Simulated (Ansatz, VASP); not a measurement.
## SnO2: VASP beside Ansatz

```
CELL_PARAMETERS angstrom
4.75862 0.00000 0.00000
0.00000 4.75862 0.00000
0.00000 0.00000 3.20015
ATOMIC_POSITIONS crystal
Sn 0.00000 0.00000 0.00000
Sn 0.50000 0.50000 0.50000
O 0.30591 0.30591 0.00000
O 0.19409 0.80591 0.50000
O 0.69409 0.69409 0.00000
O 0.80591 0.19409 0.50000
```

Alike in both runs: task single point; functional r2SCAN; k mesh 6 × 6 × 10; occupations fermi-dirac, width 0.02 eV; no spin polarisation.

|  | VASP | Ansatz |
| --- | --- | --- |
| version | VASP 6.6.1 | Ansatz 0.2.0 |
| potentials or method | VASP PAW PBE potentials, release 64 (Sn_d, O), cutoff 520 eV | PAW plane waves |
| valence electrons in the cell | 52 | 52 |

```csv
,VASP,Ansatz,Ansatz less VASP
gap on the k mesh at the Fermi level (eV),1.80,1.79,-0.010
pressure (GPa),1.3,0.0,-1.27
"traceless stress, the component that is largest in VASP (GPa)",0.35,0.00,-0.354
rms of the force components (eV/Å),0.014,0.000,-0.0139
```

VASP's potentials were made for PBE, not for r2SCAN. Atom by atom the forces differ by 0.014 eV/Å (rms over components).
